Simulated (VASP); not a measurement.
Set up this calculation in VASP 6.6.1, as the native input.

```yaml
Task: single point
Functional: HSE06
Potentials_or_basis: VASP PAW PBE potentials, release 64 (Ta_pv)
Cutoff: 520 eV
k_mesh: 6 × 6 × 6
Occupations: fermi-dirac, width 0.05 eV
Spin: no spin polarisation
Dipole_correction: no
Grid_for_exact_exchange_PRECFOCK: Normal
Further_INCAR_settings: ALGO = Normal; EDIFF = 1e-07; NBANDS = 12
Share_of_exact_exchange: 0.25
Screening_parameter: 0.2079 1/Å
```

Ta:

```xyz
1
Lattice="-1.6513 1.6513 1.6513 1.6513 -1.6513 1.6513 1.6513 1.6513 -1.6513" Properties=species:S:1:pos:R:3 pbc="T T T"
Ta    0.0000    0.0000    0.0000
```

The input as run:

POSCAR

```
Ta
1.0
   -1.6512800000      1.6512800000      1.6512800000
    1.6512800000     -1.6512800000      1.6512800000
    1.6512800000      1.6512800000     -1.6512800000
Ta
1
Direct
    0.0000000000      0.0000000000      0.0000000000
```

INCAR.step1

```
PREC     = Accurate       # precision mode
ENCUT    = 520            # plane-wave cutoff, eV
EDIFF    = 1E-5           # SCF threshold, eV
ISMEAR   = -1             # smearing method
SIGMA    = 0.05           # smearing width, eV
LREAL    = F              # projectors in reciprocal space
LASPH    = T              # aspherical terms in the spheres
NELM     = 80             # most SCF steps
ALGO     = Normal         # electronic algorithm
ISIF     = 2              # what is computed and relaxed
LWAVE    = T              # write WAVECAR
NBANDS   = 12             # bands
GGA      = PE             # functional
```

INCAR.step2

```
PREC     = Accurate       # precision mode
ENCUT    = 520            # plane-wave cutoff, eV
EDIFF    = 1E-7           # SCF threshold, eV
ISMEAR   = -1             # smearing method
SIGMA    = 0.05           # smearing width, eV
LREAL    = F              # projectors in reciprocal space
LASPH    = T              # aspherical terms in the spheres
NELM     = 80             # most SCF steps
ALGO     = Normal         # electronic algorithm
ISIF     = 2              # what is computed and relaxed
LWAVE    = F              # write WAVECAR
LCHARG   = T              # write CHGCAR
GGA      = PE             # functional
LHFCALC  = T              # exact exchange
HFSCREEN = 0.2079         # screening, 1/A
PRECFOCK = Normal       
LELF     = T              # ELF
LVHAR    = T            
NBANDS   = 12             # bands
ISTART   = 1
```

KPOINTS

```
Automatic mesh
0
Gamma
  6 6 6
```

Potentials or basis: VASP PAW PBE potentials, release 64 (Ta_pv).

Launch:

```bash
$ cat potpaw_PBE.64/Ta_pv/POTCAR > POTCAR
$ cp INCAR.step1 INCAR
$ mpirun -np 1 vasp_std > vasp.out
$ cp INCAR.step2 INCAR
$ mpirun -np 1 vasp_std > vasp.out
```

It gave:

* Pressure: 3.5 GPa
* Band gap on the k mesh: zero (an odd number of electrons rules out a gap without spin polarisation)

Caveat: the k points lie up to 0.45 Å⁻¹ apart, too coarse for converged energies and pressures of a metal; the PAW data sets were made with another functional, which shifts forces and pressure a little; spin-orbit coupling is left out, which moves the levels of the heavy elements.

It took 6.8 min on 1 thread of Intel(R) Xeon(R) Platinum 8488C (Sapphire Rapids), on a shared host, peak memory 0.24 GiB.
